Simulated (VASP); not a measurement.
# Zr2TaGe2 (P-6m2) in VASP: single point with PBE

Aim: the single point of Zr2TaGe2 with PBE.

Program: VASP 6.6.1. These are calculated values, not measurements. Logs are shortened: lines on timing, memory, paths and dates and some standing lists are left out, and cuts for length are marked.

**1. The cell of the first run**

Symmetry: P-6m2, No. 187, hexagonal system. Conventional cell: a = 3.576 Å, b = 3.576 Å, c = 8.753 Å, α = 90.00°, β = 90.00°, γ = 120.00°. Zr (site symmetry 3m) has 2 Ge at 1.89 to 2.48 Å within 2.5 Å. Ta (site symmetry -6m2) has 3 Ge at 2.06 Å and 6 Zr at 2.80 Å within 2.9 Å. Ge (site symmetry -6m2) has 2 Zr at 1.89 Å and 3 Ta at 2.06 Å within 2.5 Å. Ge (site symmetry -6m2) has 2 Zr at 2.48 Å within 3.3 Å.

The cell was generated, and may not be a known phase.

**2. Single point, PBE**

The input, INCAR:

```
  ALGO = All
  EDIFF = 1E-6
  ENCUT = 620
  GGA = PE
  GGA_COMPAT = F
  ISEARCH = 1
  ISIF = 2
  ISMEAR = 0
  KPAR = 4
  LASPH = T
  LCHARG = F
  LREAL = F
  LWAVE = F
  NBANDS = 40
  NELM = 300
  PREC = Accurate
  SIGMA = 0.1
```

The input, KPOINTS:

```
k-points
0
Gamma
  6 6 2
```

The input, POSCAR:

```
Zr2TaGe2
1.0
    3.5755727400      0.0000000000      0.0000000000
   -1.7877863700      3.0965368300      0.0000000000
    0.0000000000      0.0000000000      8.7529208600
Zr Ta Ge
2 1 2
Direct
    0.6666666700      0.3333333300      0.2837163300
    0.6666666700      0.3333333300      0.7162836700
    0.0000000000      0.0000000000      0.5000000000
    0.6666666700      0.3333333300      0.5000000000
    0.6666666700      0.3333333300      0.0000000000
```

Potentials or basis: VASP PAW PBE potentials, release 64 (Zr_sv, Ta_pv, Ge_d).

Command:

```bash
> cat potpaw_PBE.64/Zr_sv/POTCAR potpaw_PBE.64/Ta_pv/POTCAR potpaw_PBE.64/Ge_d/POTCAR > POTCAR
> mpirun -np 4 vasp_std > vasp.out
```

OUTCAR:

```text
EDIFF = 1E-6
   ENCUT = 620
   GGA = PE
   ISIF = 2
   ISMEAR = 0
   LASPH = T
   LREAL = F
   NELM = 300
   PREC = Accurate

 ion  position               nearest neighbor table
   1  0.667  0.333  0.284-   4 1.89   5 2.48   3 2.80   3 2.80   3 2.80   2 3.79
   2  0.667  0.333  0.716-   4 1.89   5 2.48   3 2.80   3 2.80   3 2.80   1 3.79
   3  0.000  0.000  0.500-   4 2.06   4 2.06   4 2.06   1 2.80   2 2.80   2 2.80   1 2.80   2 2.80
                             1 2.80
   4  0.667  0.333  0.500-   1 1.89   2 1.89   3 2.06   3 2.06   3 2.06
   5  0.667  0.333  0.000-   1 2.48   2 2.48

  LATTYP: Found a hexagonal cell.
 ALAT       =     3.5755727400
 C/A-ratio  =     2.4479772882

  Lattice vectors:

 A1 = (   3.5755727400,   0.0000000000,   0.0000000000)
 A2 = (  -1.7877863700,   3.0965368300,   0.0000000000)
 A3 = (   0.0000000000,   0.0000000000,   8.7529208600)

Analysis of symmetry for initial positions (statically):
=====================================================================
 Subroutine PRICEL returns:
 Original cell was already a primitive cell.

 Routine SETGRP: Setting up the symmetry group for a
 hexagonal supercell.

 Subroutine GETGRP returns: Found 12 space group operations
 (whereof 12 operations were pure point group operations)
 out of a pool of 24 trial point group operations.

The static configuration has the point symmetry D_3h.

Analysis of symmetry for dynamics (positions and initial velocities):
=====================================================================
 Subroutine PRICEL returns:
 Original cell was already a primitive cell.

 Routine SETGRP: Setting up the symmetry group for a
 hexagonal supercell.

 Subroutine GETGRP returns: Found 12 space group operations
 (whereof 12 operations were pure point group operations)
 out of a pool of 24 trial point group operations.

The dynamic configuration has the point symmetry D_3h.

 Subroutine INISYM returns: Found 12 space group operations
 (whereof 12 operations are pure point group operations),
 and found     1 'primitive' translations

----------------------------------------------------------------------------------------

                                     Primitive cell

  volume of cell :      96.9114

  direct lattice vectors                    reciprocal lattice vectors
     3.575572740  0.000000000  0.000000000     0.279675474  0.161470710  0.000000000
    -1.787786370  3.096536830  0.000000000     0.000000000  0.322941420  0.000000000
     0.000000000  0.000000000  8.752920860     0.000000000  0.000000000  0.114247577

  length of vectors
     3.575572740  3.575572744  8.752920860     0.322941420  0.322941420  0.114247577

  position of ions in fractional coordinates (direct lattice)
     0.666666670  0.333333330  0.283716330
     0.666666670  0.333333330  0.716283670
     0.000000000  0.000000000  0.500000000
     0.666666670  0.333333330  0.500000000
     0.666666670  0.333333330  0.000000000

  ion indices of the primitive-cell ions
   primitive index   ion index
                 1           1
                 2           2
                 3           3
                 4           4
                 5           5

----------------------------------------------------------------------------------------

 KPOINTS: k-points

Automatic generation of k-mesh.
 Grid dimensions read from file:
 generate k-points for:    6    6    2

 Generating k-lattice:

  Cartesian coordinates                     Fractional coordinates (reciprocal lattice)
     0.046612579  0.026911785  0.000000000     0.166666667  0.000000000  0.000000000
     0.000000000  0.053823570  0.000000000     0.000000000  0.166666667  0.000000000
     0.000000000  0.000000000  0.057123789     0.000000000  0.000000000  0.500000000

  Length of vectors
     0.053823570  0.053823570  0.057123789

  Shift w.r.t. Gamma in fractional coordinates (k-lattice)
     0.000000000  0.000000000  0.000000000

 Subroutine IBZKPT returns following result:
 ===========================================

 Found     14 irreducible k-points:

 Following reciprocal coordinates:
            Coordinates               Weight
  0.000000  0.000000  0.000000      1.000000
  0.166667 -0.000000  0.000000      6.000000
  0.333333  0.000000  0.000000      6.000000
  0.500000  0.000000  0.000000      3.000000
  0.166667  0.166667  0.000000      6.000000
  0.333333  0.166667  0.000000     12.000000
  0.333333  0.333333  0.000000      2.000000
  0.000000  0.000000  0.500000      1.000000
  0.166667 -0.000000  0.500000      6.000000
  0.333333  0.000000  0.500000      6.000000
  0.500000  0.000000  0.500000      3.000000
  0.166667  0.166667  0.500000      6.000000
  0.333333  0.166667  0.500000     12.000000
  0.333333  0.333333  0.500000      2.000000
   k-points           NKPTS =     14   k-points in BZ     NKDIM =     14   number of bands    NBANDS=     40
   number of dos      NEDOS =    301   number of ions     NIONS =      5
   total plane-waves  NPLWV =  64800
   dimension x,y,z NGX =    30 NGY =   30 NGZ =   72
   dimension x,y,z NGXF=    60 NGYF=   60 NGZF=  144
   ions per type =               2   1   2
   NGX,Y,Z   is equivalent  to a cutoff of  13.95, 13.95, 13.68 a.u.
   NGXF,Y,Z  is equivalent  to a cutoff of  27.90, 27.90, 27.35 a.u.
 SYSTEM =  unknown system
   PREC   = accura    normal or accurate (medium, high low for compatibility)
   ISTART =      0    job   : 0-new  1-cont  2-samecut
   ICHARG =      2    charge: 1-file 2-atom 10-const
   ISPIN  =      1    spin polarized calculation?
   LNONCOLLINEAR =      F non collinear calculations
   LSORBIT =      F    spin-orbit coupling
   LASPH  =      T    aspherical Exc in radial PAW
   ENCUT  =  620.0 eV  45.57 Ry    6.75 a.u.   7.26  7.26 17.77*2*pi/ulx,y,z
   NELM   =    300;   NELMIN=  2; NELMDL= -5     # of ELM steps
   EDIFF  = 0.1E-05   stopping-criterion for ELM
   LREAL  =      F    real-space projection
   EDIFFG = 0.1E-04   stopping-criterion for IOM
   NSW    =      0    number of steps for IOM
   IBRION =     -1    ionic relax: 0-MD 1-quasi-New 2-CG
   NFREE  =      0    steps in history (QN), initial steepest desc. (CG)
   ISIF   =      2    stress and relaxation
   ISYM   =      2    0-nonsym 1-usesym 2-fastsym
   POTIM  = 0.5000    time-step for ionic-motion
   TEBEG  =    0.0;   TEEND  =   0.0 temperature during run
   PSTRESS=    0.0 pullay stress
   NELECT =      63.0000    total number of electrons
   NUPDOWN=      -1.0000    fix difference up-down
   EMIN   =  10.00;   EMAX   =-10.00  energy-range for DOS
   EFERMI =   0.00;   METHOD = LEGACY
   ISMEAR =     0;   SIGMA  =   0.10  broadening in eV -4-tet -1-fermi 0-gaus
   EFERMI_NEDOS =   21; number of points for ismear=-14 and -15
   IALGO  =     58    algorithm
   IMIX   =      4    mixing-type and parameters
     AMIX     =   0.40;   BMIX     =  1.00
     AMIX_MAG =   1.60;   BMIX_MAG =  1.00
  volume/ion in A,a.u.               =      19.38       130.80
  Fermi-wavevector in a.u.,A,eV,Ry     =   1.418176  2.679964 27.364343  2.011222
  Thomas-Fermi vector in A             =   2.539329
   LORBIT       =      0    0 simple, 1 ext, 2 COOP (PROOUT), +10 PAW based schemes
   GGA     = PE    functional components
   LHFCALC =     F    Hartree Fock is set to
   AEXX    =    0.0000 exact exchange contribution
   IVDW    =     0    specifies the selected vdW correction
   LEPSILON=     F    determine dielectric tensor
   LRPA    =     F    only Hartree local field effects (RPA)
 non-spin polarized calculation
 Gauss-broadening in eV      SIGMA  =   0.10
  energy-cutoff  :      620.00
  volume of cell :       96.91
 maximum number of plane-waves:      3437
 NGX is ok and might be reduce to    30
   NGX = 15   NGY = 15   NGZ = 35

 number of electron      63.0000033 magnetization

 Free energy of the ion-electron system (eV)
  ---------------------------------------------------
  ext. energy  EPLUGINS =         0.00000000
  ---------------------------------------------------
  free energy    TOTEN  =       -16.59254609 eV

  energy without entropy =      -16.56941766  energy(sigma->0) =      -16.58098188

 E-fermi :   7.6085     XC(G=0): -11.2041

 val. band max:        7.5510707815   @ k =   0.1667  -0.0000   0.0000
 cond. band min:       7.6135053879   @ k =   0.3333   0.3333   0.0000
 fundamental gap:      0.0624346064
 Fermi energy:         7.6085418053

 k-point     1 :       0.0000    0.0000    0.0000
  band No.  band energies     occupation
      1     -40.9047      2.00000
      2     -40.8482      2.00000
      3     -26.5917      2.00000
      4     -26.5917      2.00000
      5     -25.5275      2.00000
      6     -21.5582      2.00000
[... 32 lines left out ...]
     39      12.5300      0.00000
     40      12.7547      0.00000

 k-point     2 :       0.1667   -0.0000    0.0000
  band No.  band energies     occupation
      1     -40.8996      2.00000
      2     -40.8413      2.00000
      3     -26.6319      2.00000
      4     -26.5828      2.00000
      5     -25.5326      2.00000
      6     -21.5505      2.00000
[... 32 lines left out ...]
     39      12.0461      0.00000
     40      13.0713      0.00000

 k-point     3 :       0.3333    0.0000    0.0000
  band No.  band energies     occupation
      1     -40.8894      2.00000
      2     -40.8276      2.00000
      3     -26.7103      2.00000
      4     -26.5647      2.00000
      5     -25.5430      2.00000
      6     -21.5355      2.00000
[... 32 lines left out ...]
     39      11.1167      0.00000
     40      12.1407      0.00000

 k-point     4 :       0.5000    0.0000    0.0000
  band No.  band energies     occupation
      1     -40.8843      2.00000
      2     -40.8207      2.00000
      3     -26.7487      2.00000
      4     -26.5556      2.00000
      5     -25.5484      2.00000
      6     -21.5282      2.00000
[... 32 lines left out ...]
     39      11.5372      0.00000
     40      11.9593      0.00000

 k-point     5 :       0.1667    0.1667    0.0000
  band No.  band energies     occupation
      1     -40.8920      2.00000
      2     -40.8310      2.00000
      3     -26.6825      2.00000
      4     -26.5778      2.00000
      5     -25.5403      2.00000
      6     -21.5392      2.00000
[... 32 lines left out ...]
     39      11.3592      0.00000
     40      12.2156      0.00000

 k-point     6 :       0.3333    0.1667    0.0000
  band No.  band energies     occupation
      1     -40.8843      2.00000
      2     -40.8207      2.00000
      3     -26.7264      2.00000
      4     -26.5784      2.00000
      5     -25.5481      2.00000
      6     -21.5282      2.00000
[... 32 lines left out ...]
     39      11.3131      0.00000
     40      11.8794      0.00000

 k-point     7 :       0.3333    0.3333    0.0000
  band No.  band energies     occupation
      1     -40.8817      2.00000
      2     -40.8172      2.00000
      3     -26.7154      2.00000
      4     -26.6044      2.00000
      5     -25.5504      2.00000
      6     -21.5245      2.00000
[... 32 lines left out ...]
     39      11.2572      0.00000
     40      11.3742      0.00000

 k-point     8 :       0.0000    0.0000    0.5000
  band No.  band energies     occupation
      1     -40.9042      2.00000
      2     -40.8487      2.00000
      3     -26.5917      2.00000
      4     -26.5917      2.00000
      5     -25.5277      2.00000
      6     -21.5387      2.00000
[... 32 lines left out ...]
     39      11.5784      0.00000
     40      11.5784      0.00000

 k-point     9 :       0.1667   -0.0000    0.5000
  band No.  band energies     occupation
      1     -40.8991      2.00000
      2     -40.8419      2.00000
      3     -26.6318      2.00000
      4     -26.5828      2.00000
      5     -25.5327      2.00000
      6     -21.5311      2.00000
[... 32 lines left out ...]
     39      11.4243      0.00000
     40      12.0302      0.00000

 k-point    10 :       0.3333    0.0000    0.5000
  band No.  band energies     occupation
      1     -40.8889      2.00000
      2     -40.8281      2.00000
      3     -26.7103      2.00000
      4     -26.5647      2.00000
      5     -25.5431      2.00000
      6     -21.5164      2.00000
[... 32 lines left out ...]
     39      11.0449      0.00000
     40      11.2642      0.00000

 k-point    11 :       0.5000    0.0000    0.5000
  band No.  band energies     occupation
      1     -40.8837      2.00000
      2     -40.8212      2.00000
      3     -26.7487      2.00000
      4     -26.5556      2.00000
      5     -25.5484      2.00000
      6     -21.5092      2.00000
[... 32 lines left out ...]
     39      11.4287      0.00000
     40      11.6798      0.00000

 k-point    12 :       0.1667    0.1667    0.5000
  band No.  band energies     occupation
      1     -40.8914      2.00000
      2     -40.8315      2.00000
      3     -26.6824      2.00000
      4     -26.5778      2.00000
      5     -25.5403      2.00000
      6     -21.5200      2.00000
[... 32 lines left out ...]
     39      10.9711      0.00000
     40      11.9328      0.00000

 k-point    13 :       0.3333    0.1667    0.5000
  band No.  band energies     occupation
      1     -40.8837      2.00000
      2     -40.8212      2.00000
      3     -26.7263      2.00000
      4     -26.5784      2.00000
      5     -25.5481      2.00000
      6     -21.5092      2.00000
[... 32 lines left out ...]
     39      11.0548      0.00000
     40      11.9165      0.00000

 k-point    14 :       0.3333    0.3333    0.5000
  band No.  band energies     occupation
      1     -40.8811      2.00000
      2     -40.8178      2.00000
      3     -26.7153      2.00000
      4     -26.6044      2.00000
      5     -25.5504      2.00000
      6     -21.5056      2.00000
[... 32 lines left out ...]
     39      11.4353      0.00000
     40      12.0286      0.00000

------------------------ aborting loop because EDIFF is reached ----------------------------------------

  FORCE on cell =-STRESS in cart. coord.  units (eV):
  Direction    XX          YY          ZZ          XY          YZ          ZX
  --------------------------------------------------------------------------------------
  -------------------------------------------------------------------------------------
  Total       37.2146677     37.2146678    101.2561294      0.0000000      0.0000000     -0.0000000
  in kB      615.2475021    615.2475037   1674.0060965      0.0000000      0.0000000     -0.0000000
  external PRESSURE =     968.1670341 kB  Pullay stress =       0.0000000 kB

 VOLUME and BASIS-vectors are now :
 -----------------------------------------------------------------------------
  energy-cutoff  :      620.00
  volume of cell :       96.91
      direct lattice vectors                 reciprocal lattice vectors
     3.575572740  0.000000000  0.000000000     0.279675474  0.161470710  0.000000000
    -1.787786370  3.096536830  0.000000000     0.000000000  0.322941420  0.000000000
     0.000000000  0.000000000  8.752920860     0.000000000  0.000000000  0.114247577

 POSITION                                       TOTAL-FORCE (eV/Angst)
 -----------------------------------------------------------------------------------
      1.78779      1.03218      2.48335        -0.000000      0.000000    -21.741976
      1.78779      1.03218      6.26957        -0.000000      0.000000     21.741976
      0.00000      0.00000      4.37646         0.000000      0.000000      0.000000
      1.78779      1.03218      4.37646         0.000000     -0.000000      0.000000
      1.78779      1.03218      0.00000         0.000000      0.000000      0.000000
 -----------------------------------------------------------------------------------
    total drift:                               -0.000103      0.000059      0.000000

  FREE ENERGIE OF THE ION-ELECTRON SYSTEM (eV)
  ---------------------------------------------------
  free  energy   TOTEN  =       -16.5925460917 eV

  energy  without entropy=      -16.5694166901  energy(sigma->0) =      -16.58098139
```

Wall time 93 s (4 MPI ranks of Intel Xeon Platinum 8488C (Sapphire Rapids), shared host); peak memory 0.33 GiB.

Results:

- Free energy: -16.5925 eV
- Pressure: 96.8 GPa
- Largest force: 21.742 eV/Å
- Band gap on the k mesh: zero (an odd number of electrons rules out a gap without spin polarisation)

Forces on the atoms (eV/Å):
```
Zr    0.000   0.000 -21.742
Zr    0.000   0.000  21.742
Ta    0.000   0.000   0.000
Ge    0.000   0.000   0.000
Ge    0.000   0.000   0.000
```

Stress tensor (GPa, compression positive):
```
 61.52   0.00   0.00
  0.00  61.52   0.00
  0.00   0.00 167.40
```

Caveat: the stress differs along the axes, from 62 to 167 GPa; spin-orbit coupling is left out, which moves the levels of the heavy elements; forces of over 1 eV/Å act on the atoms, so gaps and moduli don't describe the material at rest.

The gap in the log of VASP goes by the Fermi energy; the results here count the filled bands.